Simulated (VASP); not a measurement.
Crystal: Fe.

```
Fe
1.0
    -1.44300    1.44300    1.44300
     1.44300   -1.44300    1.44300
     1.44300    1.44300   -1.44300
Fe
1
Cartesian
  0.0000 0.0000 0.0000
```

Base run:

| Item | Value |
| --- | --- |
| Program | VASP 6.6.1 |
| Functional | RPBE |
| Potentials or basis | VASP PAW PBE potentials, release 64 (Fe) |
| Cutoff | 520 eV |
| k mesh | 13 × 13 × 13 |
| Occupations | fermi-dirac, width 0.05 eV |
| Spin | collinear spin, ferromagnetic start |
| Starting moments | [3.0] μB |

Its results: pressure -2.9 GPa; net moment 2.34 μB per cell; site moments Fe +2.35 μB.

Task: The run is repeated on the same cell with these changes: functional from RPBE to r2SCAN50; k mesh from 13 × 13 × 13 to 7 × 7 × 7. What comes out?

Result: Pressure 8.4 GPa; net moment 2.89 μB per cell; site moments Fe +3.02 μB.

Several settings changed at once, so the effect can't be laid on one alone.

Caveats: some runs use coarse meshes; the PAW data sets were made with another functional, which shifts forces and pressure a little.
